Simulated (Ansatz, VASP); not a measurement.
TeOs in VASP and in Ansatz

Contents of INCAR:

```
PREC = Accurate ; ENCUT = 520
EDIFF = 1E-6 ; ISMEAR = 0
SIGMA = 0.05 ; LREAL = False
LASPH = True ; NELM = 150
ALGO = Normal ; ISIF = 2
LWAVE = False ; LCHARG = True
ISPIN = 2 ; MAGMOM = 1 0
LORBIT = 11 ; LMAXMIX = 4
GGA = RE ; LELF = True
LVHAR = True ; NBANDS = 18
```

Contents of KPOINTS:

```
regular mesh
0
Gamma
  10 10 10
```

The input POSCAR:

```
TeOs
1.0
    0.0000000000      2.7330707412      2.7330707412
    2.7330707412      0.0000000000      2.7330707412
    2.7330707412      2.7330707412      0.0000000000
Os Te
1 1
Direct
    0.5000000000      0.5000000000      0.5000000000
    0.0000000000      0.0000000000      0.0000000000
```

Input for Ansatz:

```yaml
crystal:
  lattice:
    - [0.0, 2.7330707412, 2.7330707412]
    - [2.7330707412, 0.0, 2.7330707412]
    - [2.7330707412, 2.7330707412, 0.0]
  atoms:
    - { symbol: Os, position: [0.5, 0.5, 0.5], spin: 1.0 }
    - { symbol: Te, position: [0.0, 0.0, 0.0] }
basis:
  ecutwfc: 420
  ecutrho_ratio: 4
kpoints:
  mp_grid: { grid: [10, 10, 10] }
hamiltonian:
  xc: revpbe
scf:
  occupations: { method: gaussian, width: 0.05 }
output:
  forces: true
  stress: true
magnetization:
  spin_polarized: true
accuracy: medium
```

Alike in both runs: task single point; functional revPBE; k mesh 10 × 10 × 10; occupations gaussian, width 0.05 eV; collinear spin.

```csv
,VASP,Ansatz
version,VASP 6.6.1,Ansatz 0.2.0
potentials or method,"VASP PAW PBE potentials, release 64 (Os, Te), cutoff 520 eV","scalar-relativistic, plane waves, PAW"
valence electrons in the cell,14,32
```

Ansatz gave:

| Property | Result |
| --- | --- |
| pressure (GPa) | 1.7 |
| net moment per atom (μB) | 0.00 |

Task: What did VASP give for the same quantities?

Result: Pressure (GPa): 1.6; net moment per atom (μB): 0.00.

VASP's potentials were made for PBE, not for revPBE. VASP's potentials hold 14 valence electrons a cell and Ansatz's 32, so a difference there can come from the potentials and not from the codes. Ansatz's warnings: seeded moment not kept.

Neither program's run includes spin-orbit coupling.
